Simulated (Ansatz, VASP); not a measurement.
C in VASP and in Ansatz

```xyz
8
Lattice="3.4933 -0.0523 0.0684 0.0523 -3.6207 0.0274 -0.0684 0.0274 -3.3527" Properties=species:S:1:pos:R:3 pbc="T T T"
C     1.9307    0.2806   -0.0526
C     0.2294   -2.0610    0.1999
C    -0.2852   -0.1423   -1.7685
C     1.7159   -1.7570   -1.9236
C     2.4372   -2.6828   -2.1608
C     0.3292   -0.6620   -2.2957
C     1.2534   -3.1484   -1.0907
C     2.8210   -0.7640   -0.6788
```

Change from the starting cell: all atoms moved at random (sigma 0.3 Å a component), cell strained at random (sigma 0.03).

Alike in both runs: task single point; functional r2SCAN; k mesh 6 × 6 × 6; occupations gaussian, width 0.05 eV; no spin polarisation.

|  | VASP | Ansatz |
| --- | --- | --- |
| version | VASP 6.6.1 | Ansatz 0.2.0 |
| potentials or method | VASP PAW PBE potentials, release 64 (C), cutoff 520 eV | scalar-relativistic, plane waves, PAW |
| valence electrons in the cell | 32 | 32 |

|  | VASP | Ansatz | Ansatz less VASP |
| --- | --- | --- | --- |
| gap on the k mesh at the Fermi level (eV) | none | none | - |
| pressure (GPa) | 197.0 | 193.8 | -3.18 |
| traceless stress, the component that is largest in VASP (GPa) | -126.38 | -123.70 | +2.683 |
| rms of the force components (eV/Å) | 20.657 | 20.173 | -0.4840 |

VASP's potentials were made for PBE, not for r2SCAN. Atom by atom the forces differ by 0.503 eV/Å (rms over components). A gap of «none» marks a metal or a gap that the smearing closes. Both programs put the cell under a high pressure, so it lies far from rest at this level.

Noted on VASP's run: the cell as given lies far from equilibrium.
